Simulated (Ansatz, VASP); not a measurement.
One calculation of GaN, two programs

File INCAR:

```
SYSTEM = GaN
ALGO = Normal
EDIFF = 1E-6
ENCUT = 600
GGA_COMPAT = .FALSE.
ISIF = 2
ISMEAR = 0
LASPH = .TRUE.
LCHARG = .TRUE.
LELF = .TRUE.
LREAL = .FALSE.
LVHAR = .TRUE.
LWAVE = .FALSE.
NBANDS = 16
NELM = 120
PREC = Accurate
SIGMA = 0.03
```

File KPOINTS:

```
k-points
0
G
  12 12 12
  0 0 0
```

File POSCAR:

```
GaN
1.0
    0.0000000000      1.9908668597      1.9908668597
    1.9908668597      0.0000000000      1.9908668597
    1.9908668597      1.9908668597      0.0000000000
Ga N
1 1
Direct
    0.0000000000      0.0000000000      0.0000000000
    0.5000000000      0.5000000000      0.5000000000
```

Input for Ansatz:

```yaml
crystal:
  lattice:
    - [0.0, 1.9908668597, 1.9908668597]
    - [1.9908668597, 0.0, 1.9908668597]
    - [1.9908668597, 1.9908668597, 0.0]
  atoms:
    - { symbol: Ga, position: [0.0, 0.0, 0.0] }
    - { symbol: "N", position: [0.5, 0.5, 0.5] }
scf:
  occupations: { method: gaussian, width: 0.03 }
output:
  forces: true
  stress: true
  eigenvalues: true
hamiltonian:
  xc: lda
basis:
  ecutwfc: 520
kpoints:
  mp_grid: { grid: [12, 12, 12] }
```

Alike in both runs: task single point; functional LDA; k mesh 12 × 12 × 12; occupations gaussian, width 0.03 eV; no spin polarisation.

|  | VASP | Ansatz |
| --- | --- | --- |
| version | VASP 6.6.1 | Ansatz 0.2.0 |
| potentials or method | VASP PAW LDA potentials, release 64 (Ga_d, N), cutoff 600 eV | scalar-relativistic, plane waves, PAW |
| valence electrons in the cell | 18 | 18 |

```tsv
	VASP	Ansatz	Ansatz less VASP
gap on the k mesh at the Fermi level (eV)	1.64	1.63	-0.018
least direct gap on the mesh (eV)	5.34	5.31	-0.036
```

LDA's correlation is that of Perdew and Zunger in VASP and of Perdew and Wang (1992) in Ansatz.
